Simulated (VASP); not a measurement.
Write the native input for VASP 6.6.1 that does the following.

* Task: single point
* Functional: revPBE
* Potentials or basis: VASP PAW PBE potentials, release 64 (Ta_pv, Sb)
* Cutoff: 520 eV
* k mesh: 13 × 13 × 13
* Occupations: fermi-dirac, width 0.05 eV
* Spin: no spin polarisation
* Dipole correction: no
* Further INCAR settings: ALGO = Normal; EDIFF = 1e-06; NBANDS = 15

The structure of TaSb (rocksalt type) lies in POSCAR:

```
TaSb
1.0
    0.0000000000      2.3369443994      2.3369443994
    2.3369443994      0.0000000000      2.3369443994
    2.3369443994      2.3369443994      0.0000000000
Ta Sb
1 1
Direct
    0.0000000000      0.0000000000      0.0000000000
    0.5000000000      0.5000000000      0.5000000000
```

One way to write it, as run:

INCAR

```
SYSTEM = TaSb
ALGO     = Normal         ! electronic algorithm
EDIFF    = 1E-6           ! SCF threshold, eV
ENCUT    = 520            ! plane-wave cutoff, eV
GGA      = RE             ! functional
ISIF     = 2              ! what is computed and relaxed
ISMEAR   = -1             ! smearing method
LASPH    = .TRUE.         ! aspherical terms in the spheres
LCHARG   = .FALSE.        ! write CHGCAR
LREAL    = .FALSE.        ! projectors in reciprocal space
LWAVE    = .FALSE.        ! write WAVECAR
NBANDS   = 15             ! bands
NELM     = 100            ! most SCF steps
PREC     = Accurate       ! precision mode
SIGMA    = 0.05           ! smearing width, eV
```

KPOINTS

```
k-points
0
G
  13 13 13
  0 0 0
```

Potentials or basis: VASP PAW PBE potentials, release 64 (Ta_pv, Sb).

The run is started by

```sh
$ cat potpaw_PBE.64/Ta_pv/POTCAR potpaw_PBE.64/Sb/POTCAR > POTCAR
$ mpirun -np 1 vasp_std > vasp.out
```

It gave:

The pressure is 234.0 GPa and the band gap on the k mesh is zero (bands 8 and 9 overlap by 2.40 eV).

Caveat: the cell stands under pressure; the PAW data sets were made with another functional, which shifts forces and pressure a little; spin-orbit coupling is left out, which moves the levels of the heavy elements.

Wall time 48 s on 1 thread of Intel Xeon 8259CL (shared host), peak memory 0.18 GiB.
